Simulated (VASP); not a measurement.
# GaCo (Pm-3m) in VASP: notebook

GaCo is run at these levels: PBEsol; tasks: single point.

All numbers are computed with VASP 6.6.1; they aren't measurements. Logs are shortened: lines on timing, memory, paths and dates and some standing lists are left out, and cuts for length are marked.

### 1 The cell of the first run

Symmetry: Pm-3m, No. 221, cubic system. Conventional cell: a = 2.841 Å, b = 2.841 Å, c = 2.841 Å, α = 90.00°, β = 90.00°, γ = 90.00°. Ga (site symmetry m-3m) has 8 Co at 2.46 Å and 6 Ga at 2.84 Å within 3.2 Å. Co (site symmetry m-3m) has 8 Ga at 2.46 Å and 6 Co at 2.84 Å within 3.2 Å.

### 2 Single point, PBEsol

INCAR

```
SYSTEM = GaCo
PREC = Accurate
ENCUT = 520
EDIFF = 1E-6
ISMEAR = -1
SIGMA = 0.1
LREAL = .FALSE.
LASPH = .TRUE.
NELM = 100
ALGO = Normal
ISIF = 2
LWAVE = .FALSE.
LCHARG = .TRUE.
GGA = PS
LELF = .TRUE.
LVHAR = .TRUE.
NBANDS = 18
```

KPOINTS

```
regular mesh
0
G
  12 12 12
  0 0 0
```

POSCAR

```
GaCo
1.0
    2.8406841512      0.0000000000      0.0000000000
    0.0000000000      2.8406841512      0.0000000000
    0.0000000000      0.0000000000      2.8406841512
Ga Co
1 1
Direct
    0.5000000000      0.5000000000      0.5000000000
    0.0000000000      0.0000000000      0.0000000000
```

Potentials or basis: VASP PAW PBE potentials, release 64 (Ga_d, Co).

Command:

```sh
> cat potpaw_PBE.64/Ga_d/POTCAR potpaw_PBE.64/Co/POTCAR > POTCAR
> mpirun -np 1 vasp_std > vasp.out
```

OUTCAR:

```text
SYSTEM = GaCo
   PREC = Accurate
   ENCUT = 520
   EDIFF = 1E-6
   ISMEAR = -1
   LREAL = .FALSE.
   LASPH = .TRUE.
   NELM = 100
   ISIF = 2
   GGA = PS

 ion  position               nearest neighbor table
   1  0.500  0.500  0.500-   2 2.46   2 2.46   2 2.46   2 2.46   2 2.46   2 2.46   2 2.46   2 2.46

   2  0.000  0.000  0.000-   1 2.46   1 2.46   1 2.46   1 2.46   1 2.46   1 2.46   1 2.46   1 2.46

  LATTYP: Found a simple cubic cell.
 ALAT       =     2.8406841512

  Lattice vectors:

 A1 = (   2.8406841512,   0.0000000000,   0.0000000000)
 A2 = (   0.0000000000,   2.8406841512,   0.0000000000)
 A3 = (   0.0000000000,   0.0000000000,   2.8406841512)

Analysis of symmetry for initial positions (statically):
=====================================================================
 Subroutine PRICEL returns:
 Original cell was already a primitive cell.

 Routine SETGRP: Setting up the symmetry group for a
 simple cubic supercell.

 Subroutine GETGRP returns: Found 48 space group operations
 (whereof 48 operations were pure point group operations)
 out of a pool of 48 trial point group operations.

The static configuration has the point symmetry O_h .

Analysis of symmetry for dynamics (positions and initial velocities):
=====================================================================
 Subroutine PRICEL returns:
 Original cell was already a primitive cell.

 Routine SETGRP: Setting up the symmetry group for a
 simple cubic supercell.

 Subroutine GETGRP returns: Found 48 space group operations
 (whereof 48 operations were pure point group operations)
 out of a pool of 48 trial point group operations.

The dynamic configuration has the point symmetry O_h .

 Subroutine INISYM returns: Found 48 space group operations
 (whereof 48 operations are pure point group operations),
 and found     1 'primitive' translations

----------------------------------------------------------------------------------------

                                     Primitive cell

  volume of cell :      22.9229

  direct lattice vectors                    reciprocal lattice vectors
     2.840684151  0.000000000  0.000000000     0.352027873  0.000000000  0.000000000
     0.000000000  2.840684151  0.000000000     0.000000000  0.352027873  0.000000000
     0.000000000  0.000000000  2.840684151     0.000000000  0.000000000  0.352027873

  length of vectors
     2.840684151  2.840684151  2.840684151     0.352027873  0.352027873  0.352027873

  position of ions in fractional coordinates (direct lattice)
     0.500000000  0.500000000  0.500000000
     0.000000000  0.000000000  0.000000000

  ion indices of the primitive-cell ions
   primitive index   ion index
                 1           1
                 2           2

----------------------------------------------------------------------------------------

 KPOINTS: regular mesh

Automatic generation of k-mesh.
 Grid dimensions read from file:
 generate k-points for:   12   12   12

 Generating k-lattice:

  Cartesian coordinates                     Fractional coordinates (reciprocal lattice)
     0.029335656  0.000000000  0.000000000     0.083333333  0.000000000  0.000000000
     0.000000000  0.029335656  0.000000000     0.000000000  0.083333333  0.000000000
     0.000000000  0.000000000  0.029335656     0.000000000  0.000000000  0.083333333

  Length of vectors
     0.029335656  0.029335656  0.029335656

  Shift w.r.t. Gamma in fractional coordinates (k-lattice)
     0.000000000  0.000000000  0.000000000

 Subroutine IBZKPT returns following result:
 ===========================================

 Found     84 irreducible k-points:

 Following reciprocal coordinates:
            Coordinates               Weight
  0.000000  0.000000  0.000000      1.000000
  0.083333  0.000000  0.000000      6.000000
  0.166667  0.000000  0.000000      6.000000
  0.250000  0.000000  0.000000      6.000000
  0.333333  0.000000  0.000000      6.000000
  0.416667  0.000000  0.000000      6.000000
[... 16 lines left out ...]
  0.333333  0.333333  0.000000     12.000000
  0.416667  0.333333  0.000000     24.000000
 [... further k-points ...]
   k-points           NKPTS =     84   k-points in BZ     NKDIM =     84   number of bands    NBANDS=     18
   number of dos      NEDOS =    301   number of ions     NIONS =      2
   total plane-waves  NPLWV =  13824
   dimension x,y,z NGX =    24 NGY =   24 NGZ =   24
   dimension x,y,z NGXF=    48 NGYF=   48 NGZF=   48
   ions per type =               1   1
   NGX,Y,Z   is equivalent  to a cutoff of  14.05, 14.05, 14.05 a.u.
   NGXF,Y,Z  is equivalent  to a cutoff of  28.09, 28.09, 28.09 a.u.
 SYSTEM =  GaCo
   PREC   = accura    normal or accurate (medium, high low for compatibility)
   ISTART =      0    job   : 0-new  1-cont  2-samecut
   ICHARG =      2    charge: 1-file 2-atom 10-const
   ISPIN  =      1    spin polarized calculation?
   LNONCOLLINEAR =      F non collinear calculations
   LSORBIT =      F    spin-orbit coupling
   LASPH  =      T    aspherical Exc in radial PAW
   ENCUT  =  520.0 eV  38.22 Ry    6.18 a.u.   5.28  5.28  5.28*2*pi/ulx,y,z
   NELM   =    100;   NELMIN=  2; NELMDL= -5     # of ELM steps
   EDIFF  = 0.1E-05   stopping-criterion for ELM
   LREAL  =      F    real-space projection
[... 7 lines left out ...]
   TEBEG  =    0.0;   TEEND  =   0.0 temperature during run
   PSTRESS=    0.0 pullay stress
   NELECT =      22.0000    total number of electrons
   NUPDOWN=      -1.0000    fix difference up-down
   EMIN   =  10.00;   EMAX   =-10.00  energy-range for DOS
   EFERMI =   0.00;   METHOD = LEGACY
   ISMEAR =    -1;   SIGMA  =   0.10  broadening in eV -4-tet -1-fermi 0-gaus
   EFERMI_NEDOS =   21; number of points for ismear=-14 and -15
   IALGO  =     38    algorithm
   IMIX   =      4    mixing-type and parameters
     AMIX     =   0.40;   BMIX     =  1.00
     AMIX_MAG =   1.60;   BMIX_MAG =  1.00
  volume/ion in A,a.u.               =      11.46        77.35
  Fermi-wavevector in a.u.,A,eV,Ry     =   1.614827  3.051581 35.479471  2.607668
  Thomas-Fermi vector in A             =   2.709673
   LORBIT       =      0    0 simple, 1 ext, 2 COOP (PROOUT), +10 PAW based schemes
   GGA     = PS    functional components
   LHFCALC =     F    Hartree Fock is set to
   AEXX    =    0.0000 exact exchange contribution
   IVDW    =     0    specifies the selected vdW correction
   LEPSILON=     F    determine dielectric tensor
   LRPA    =     F    only Hartree local field effects (RPA)
 non-spin polarized calculation
  energy-cutoff  :      520.00
  volume of cell :       22.92
 maximum number of plane-waves:       630
 NGX is ok and might be reduce to    24
   NGX = 11   NGY = 11   NGZ = 11

 number of electron      21.9999997 magnetization

 Free energy of the ion-electron system (eV)
  ---------------------------------------------------
  ext. energy  EPLUGINS =         0.00000000
  ---------------------------------------------------
  free energy    TOTEN  =       -11.79399121 eV

  energy without entropy =      -11.75680583  energy(sigma->0) =      -11.77539852

 E-fermi :  10.1148     XC(G=0): -13.5802

 val. band max:       10.1044061393   @ k =   0.5000   0.3333   0.0000
 cond. band min:      10.1540044840   @ k =   0.4167   0.4167   0.0833
 fundamental gap:      0.0495983447
 Fermi energy:        10.1148044326

 k-point     1 :       0.0000    0.0000    0.0000
  band No.  band energies     occupation
      1      -5.0252      2.00000
      2      -5.0252      2.00000
      3      -4.6357      2.00000
      4      -4.6357      2.00000
      5      -4.6357      2.00000
      6      -2.2796      2.00000
[... 10 lines left out ...]
     17      23.3233      0.00000
     18      33.3337      0.00000

 k-point     2 :       0.0833    0.0000    0.0000
  band No.  band energies     occupation
      1      -5.0208      2.00000
      2      -5.0048      2.00000
      3      -4.6431      2.00000
      4      -4.6431      2.00000
      5      -4.6339      2.00000
      6      -2.1442      2.00000
[... 10 lines left out ...]
     17      24.0257      0.00000
     18      32.2376      0.00000

 k-point     3 :       0.1667    0.0000    0.0000
  band No.  band energies     occupation
      1      -5.0089      2.00000
      2      -4.9509      2.00000
      3      -4.6632      2.00000
      4      -4.6632      2.00000
      5      -4.6291      2.00000
      6      -1.7374      2.00000
[... 10 lines left out ...]
     17      26.4394      0.00000
     18      30.4384      0.00000

 k-point     4 :       0.2500    0.0000    0.0000
  band No.  band energies     occupation
      1      -4.9927      2.00000
      2      -4.8805      2.00000
      3      -4.6906      2.00000
      4      -4.6906      2.00000
      5      -4.6225      2.00000
      6      -1.0605      2.00000
[... 10 lines left out ...]
     17      28.4854      0.00000
     18      28.4877      0.00000

 k-point     5 :       0.3333    0.0000    0.0000
  band No.  band energies     occupation
      1      -4.9764      2.00000
      2      -4.8132      2.00000
      3      -4.7178      2.00000
      4      -4.7178      2.00000
      5      -4.6159      2.00000
      6      -0.1249      2.00000
[... 10 lines left out ...]
     17      26.2854      0.00000
     18      26.2854      0.00000

 k-point     6 :       0.4167    0.0000    0.0000
  band No.  band energies     occupation
      1      -4.9645      2.00000
      2      -4.7655      2.00000
      3      -4.7376      2.00000
      4      -4.7376      2.00000
      5      -4.6111      2.00000
      6       1.0312      2.00000
[... 307 lines left out ...]
 k-point    21 :       0.4167    0.2500    0.0000
  band No.  band energies     occupation
      1      -4.8969      2.00000
      2      -4.8724      2.00000
      3      -4.7463      2.00000
      4      -4.6875      2.00000
      5      -4.6386      2.00000
      6       1.9897      2.00000
[... 10 lines left out ...]
     17      25.5121      0.00000
     18      26.4551      0.00000

 k-point    22 :       0.5000    0.2500    0.0000
  band No.  band energies     occupation
      1      -4.8924      2.00000
      2      -4.8851      2.00000
      3      -4.7546      2.00000
      4      -4.6878      2.00000
      5      -4.6195      2.00000
      6       2.7048      2.00000
[... 10 lines left out ...]
     17      24.7311      0.00000
     18      25.9905      0.00000

 k-point    23 :       0.3333    0.3333    0.0000
  band No.  band energies     occupation
      1      -4.9000      2.00000
      2      -4.8857      2.00000
      3      -4.7315      2.00000
      4      -4.7168      2.00000
      5      -4.6165      2.00000
      6       1.7625      2.00000
[... 10 lines left out ...]
     17      26.9270      0.00000
     18      27.0731      0.00000

 k-point    24 :       0.4167    0.3333    0.0000
  band No.  band energies     occupation
      1      -4.9364      2.00000
      2      -4.8790      2.00000
      3      -4.7508      2.00000
      4      -4.7250      2.00000
      5      -4.5609      2.00000
      6       2.6574      2.00000
[... 10 lines left out ...]
     17      26.2415      0.00000
     18      26.3426      0.00000

 [... further k-points ...]
[... 5 lines left out ...]
  --------------------------------------------------------------------------------------
  -------------------------------------------------------------------------------------
  Total        0.0264323      0.0264323      0.0264323      0.0000000      0.0000000     -0.0000000
  in kB        1.8474655      1.8474655      1.8474655      0.0000000      0.0000000     -0.0000000
  external PRESSURE =       1.8474655 kB  Pullay stress =       0.0000000 kB

 VOLUME and BASIS-vectors are now :
 -----------------------------------------------------------------------------
  energy-cutoff  :      520.00
  volume of cell :       22.92
      direct lattice vectors                 reciprocal lattice vectors
     2.840684151  0.000000000  0.000000000     0.352027873  0.000000000  0.000000000
     0.000000000  2.840684151  0.000000000     0.000000000  0.352027873  0.000000000
     0.000000000  0.000000000  2.840684151     0.000000000  0.000000000  0.352027873

 POSITION                                       TOTAL-FORCE (eV/Angst)
 -----------------------------------------------------------------------------------
      1.42034      1.42034      1.42034         0.000000      0.000000      0.000000
      0.00000      0.00000      0.00000         0.000000      0.000000      0.000000
 -----------------------------------------------------------------------------------
    total drift:                                0.000000      0.000000     -0.000000

  FREE ENERGIE OF THE ION-ELECTRON SYSTEM (eV)
  ---------------------------------------------------
  free  energy   TOTEN  =       -11.7939912107 eV

  energy  without entropy=      -11.7568058332  energy(sigma->0) =      -11.77539852
```

Run time: 33 s. Hardware: 1 thread of Intel Xeon 8259CL, shared host; peak memory 0.17 GiB.

What came out:

```yaml
Free_energy: -11.7940 eV
Pressure: 0.2 GPa
Band_gap_on_the_k_mesh: zero (bands 11 and 12 overlap by 1.88 eV)
```

Caveat: the PAW data sets were made with another functional, which shifts forces and pressure a little; the run has no spin polarisation, though such a crystal can be magnetic. Spin polarisation is off, so any magnetic state and its effect on volume and gap are missing.

### 3 Single point, PBEsol

INCAR

```
  PREC = Accurate
  ENCUT = 520
  EDIFF = 1E-6
  ISMEAR = -1
  SIGMA = 0.1
  LREAL = F
  LASPH = T
  NELM = 100
  ALGO = Normal
  ISIF = 2
  LWAVE = F
  LCHARG = F
  GGA = PS
  NBANDS = 18
```

KPOINTS

```
regular mesh
0
Gamma
  12 12 12
```

POSCAR is that of step 2.

Potentials or basis: VASP PAW PBE potentials, release 64 (Ga_d, Co).

Command:

```sh
> cat potpaw_PBE.64/Ga_d/POTCAR potpaw_PBE.64/Co/POTCAR > POTCAR
> mpirun -np 1 vasp_std > vasp.out
```

Run time: 35 s. Hardware: 1 thread of Intel Xeon 8259CL, shared host; peak memory 0.16 GiB.

The run converged. Its results:

```yaml
Free_energy: -11.7940 eV
Pressure: 0.2 GPa
Band_gap_on_the_k_mesh: zero (bands 11 and 12 overlap by 1.88 eV)
```

Levels at points of the mesh, in eV from the Fermi level:
| k point | band 7 | band 8 | band 9 | band 10 | band 11 | band 12 | band 13 | band 14 | band 15 | band 16 |
| --- | --- | --- | --- | --- | --- | --- | --- | --- | --- | --- |
| (0.00, 0.00, 0.00) | -2.67 | -2.67 | -0.72 | -0.72 | -0.72 | 5.35 | 5.35 | 5.35 | 11.37 | 11.37 |
| (0.50, 0.00, 0.00) | -7.10 | -2.44 | -1.80 | -1.80 | -0.72 | 0.15 | 11.04 | 11.04 | 11.86 | 12.99 |
| (0.50, 0.50, 0.00) | -3.24 | -3.24 | -2.56 | -1.24 | -1.24 | -0.23 | 2.50 | 3.36 | 11.94 | 15.50 |
| (0.50, 0.50, 0.50) | -4.27 | -4.27 | -0.19 | -0.19 | 0.92 | 3.95 | 3.95 | 3.95 | 5.01 | 5.01 |

Caveat: the PAW data sets were made with another functional, which shifts forces and pressure a little; the run has no spin polarisation, though such a crystal can be magnetic.

The gap in the log of VASP goes by the Fermi energy; the results here count the filled bands.